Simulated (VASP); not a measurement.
Wanted: the native input for a VASP 6.6.1 run.

* Task: relaxation of cell and atoms
* Functional: PBEsol
* Potentials or basis: VASP PAW PBE potentials, release 64 (Ti_sv, Al)
* Cutoff: 600 eV
* k mesh: 11 × 11 × 6
* Occupations: fermi-dirac, width 0.05 eV
* Spin: no spin polarisation
* Target pressure: 5 GPa
* Dipole correction: no
* Further INCAR settings: ALGO = Normal; EDIFF = 1e-07; IBRION = 2; EDIFFG = -0.005; NSW = 80; ISIF = 3

The structure of TiAl lies in POSCAR:

```
TiAl
1.0
    2.8672622327      0.0000000000      0.0000000000
   -1.4336311163      2.4831219328      0.0000000000
    0.0000000000      0.0000000000      4.6780830000
Ti Al
1 1
Direct
    0.0000000000      0.0000000000      0.0000000000
    0.3333333333      0.6666666667      0.5000000000
```

The input as run:

INCAR

```
SYSTEM = TiAl
PREC = Accurate
ENCUT = 600
EDIFF = 1E-7
ISMEAR = -1
SIGMA = 0.05
LREAL = .False.
LASPH = .True.
NELM = 100
ALGO = Normal
ISIF = 3
LWAVE = .False.
LCHARG = .False.
GGA = PS
IBRION = 2
NSW = 80
EDIFFG = -0.005
PSTRESS = 50.0
```

KPOINTS

```
Automatic mesh
0
Gamma
  11 11 6
  0 0 0
```

Potentials or basis: VASP PAW PBE potentials, release 64 (Ti_sv, Al).

Launch:

```console
$ cat potpaw_PBE.64/Ti_sv/POTCAR potpaw_PBE.64/Al/POTCAR > POTCAR
$ mpirun -np 1 vasp_std > vasp.out
```

Results of the run:

```
Relaxed volume                                         : 15.55 Å³/atom
Relaxed cell                                           : a = 2.803 Å, b = 2.803 Å, c = 4.570 Å, α = 90.00°, β = 90.00°, γ = 120.00°
Space group after relaxing (to 0.05 Å)                 : P-6m2 (No. 187)
Energy change on relaxing (the enthalpy is what falls) : +5.9 meV/atom
Ionic steps                                            : 8
Pressure after relaxing                                : 5.0 GPa
```

Caveat: the cell is relaxed towards a set pressure, so the enthalpy falls and the energy may rise; the PAW data sets were made with another functional, which shifts forces and pressure a little.

It took 78 s on 1 thread of Intel(R) Xeon(R) Platinum 8488C (Sapphire Rapids), on a shared host, peak memory 0.19 GiB.
